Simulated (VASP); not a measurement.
A run of VASP 6.6.1 is set up as follows.

Contents of INCAR:

```
PREC     = Accurate       # precision mode
ENCUT    = 600            # plane-wave cutoff, eV
EDIFF    = 1E-6           # SCF threshold, eV
ISMEAR   = -1             # smearing method
SIGMA    = 0.05           # smearing width, eV
LREAL    = False          # projectors in reciprocal space
LASPH    = True           # aspherical terms in the spheres
NELM     = 100            # most SCF steps
ALGO     = Normal         # electronic algorithm
ISIF     = 3              # what is computed and relaxed
LWAVE    = False          # write WAVECAR
LCHARG   = False          # write CHGCAR
GGA      = CA             # functional
IBRION   = 2              # ionic algorithm
NSW      = 60             # ionic steps
EDIFFG   = -0.01          # ionic threshold
```

The input KPOINTS:

```
regular mesh
0
Gamma
  11 11 11
```

POSCAR

```
Sn
1.0
   -1.7265390000      1.7755470000      2.3383420000
    1.7265390000     -1.7755470000      2.3383420000
    1.7265390000      1.7755470000     -2.3383420000
Sn
1
Direct
    0.0000000000      0.0000000000      0.0000000000
```

Potentials or basis: VASP PAW LDA potentials, release 64 (Sn_d).

Run with:

```bash
$ cat potpaw_LDA.64/Sn_d/POTCAR > POTCAR
$ mpirun -np 1 vasp_std > vasp.out
```

Problem. Estimate the band gap on the k mesh.

Solution. Zero (bands 7 and 8 overlap by 9.92 eV).

Problem. Estimate the relaxed volume.

Solution. 25.94 Å³/atom.

Problem. Predict the space group after relaxing (to 0.1 Å).

Solution. I4/mmm (No. 139).

Step by step:
| step | energy change (eV) | largest force (eV/Å) | pressure (GPa) | volume (Å³) |
| --- | --- | --- | --- | --- |
| 1 | 0.0000 | 0.0000 | -4.69 | 28.67 |
| 2 | -0.0440 | 0.0000 | 1.50 | 25.33 |
| 3 | -0.0465 | 0.0000 | 0.12 | 25.88 |
| 4 | -0.0464 | 0.0000 | -0.04 | 25.94 |
| 5 | -0.0472 | 0.0000 | -0.03 | 25.95 |
| 6 | -0.0474 | 0.0000 | -0.04 | 25.96 |
| 7 | -0.0474 | 0.0000 | -0.06 | 25.96 |
| 8 | -0.0474 | 0.0000 | -0.07 | 25.96 |
| 9 | -0.0474 | 0.0000 | -0.06 | 25.96 |
| 10 | -0.0474 | 0.0000 | -0.07 | 25.96 |
| 11 | -0.0474 | 0.0000 | 0.04 | 25.92 |
| 12 | -0.0474 | 0.0000 | 0.10 | 25.89 |
| 13 | -0.0475 | 0.0000 | 0.08 | 25.91 |
| 14 | -0.0475 | 0.0000 | -0.08 | 25.96 |
| 15 | -0.0475 | 0.0000 | -0.03 | 25.94 |

Caveat: spin-orbit coupling is left out, which moves the levels of the heavy elements.
